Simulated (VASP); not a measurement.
## SiGe: single point with PBEsol

The system is SiGe.

```
CELL_PARAMETERS angstrom
3.93485 0.00000 0.00000
-1.96742 3.40768 0.00000
0.00000 0.00000 6.49996
ATOMIC_POSITIONS crystal
Si 0.66667 0.33333 0.87455
Si 0.33333 0.66667 0.37455
Ge 0.66667 0.33333 0.52373
Ge 0.33333 0.66667 0.02373
```

This cell differs from its parent crystal: atoms shifted along a free coordinate.

```json
{
 "Program": "VASP 6.6.1",
 "Task": "single point",
 "Functional": "PBEsol",
 "Potentials or basis": "VASP PAW PBE potentials, release 64 (Si, Ge_d)",
 "Cutoff": "520 eV",
 "k mesh": "12 × 12 × 6",
 "Occupations": "gaussian, width 0.03 eV",
 "Spin": "no spin polarisation"
}
```

| Item | Value |
| --- | --- |
| Pressure | -1.5 GPa |
| Largest force | 2.091 eV/Å |
| Band gap on the k mesh | zero (bands 18 and 19 overlap by 0.21 eV) |

Forces on the atoms (eV/Å):
```
Si   0.000  0.000  2.091
Si   0.000  0.000  2.091
Ge   0.000  0.000 -2.091
Ge   0.000  0.000 -2.091
```

Stress tensor (GPa, compression positive):
```
-4.51  0.00  0.00
 0.00 -4.51  0.00
 0.00  0.00  4.66
```

Levels at points of the mesh, in eV from the Fermi level:
```
           k point  band 14  band 15  band 16  band 17  band 18  band 19  band 20  band 21  band 22  band 23
(0.00, 0.00, 0.00)    -1.66    -1.66    -1.31     0.21     0.21     0.46     1.00     1.57     1.57     2.93
(0.50, 0.00, 0.00)    -6.24    -5.19    -3.60    -3.20    -1.30     0.35     1.81     2.35     2.43     4.41
(0.00, 0.00, 0.50)    -5.22    -1.00    -1.00    -1.00    -1.00     1.26     1.26     2.91     2.91     2.91
(0.50, 0.00, 0.50)    -7.55    -3.06    -3.06    -2.48    -2.48     0.22     0.22     1.87     1.87     5.08
```

It took 2.2 min on 1 thread of Intel(R) Xeon(R) Platinum 8259CL CPU @ 2.50GHz (Skylake/Cascade Lake) (shared host), peak memory 0.29 GiB.

Caveat: the cell differs from its parent crystal (atoms shifted along a free coordinate); the stress differs along the axes, from -5 to 5 GPa; semilocal functionals underestimate gaps, and a narrow one can read as zero; the PAW data sets were made with another functional, which shifts forces and pressure a little.
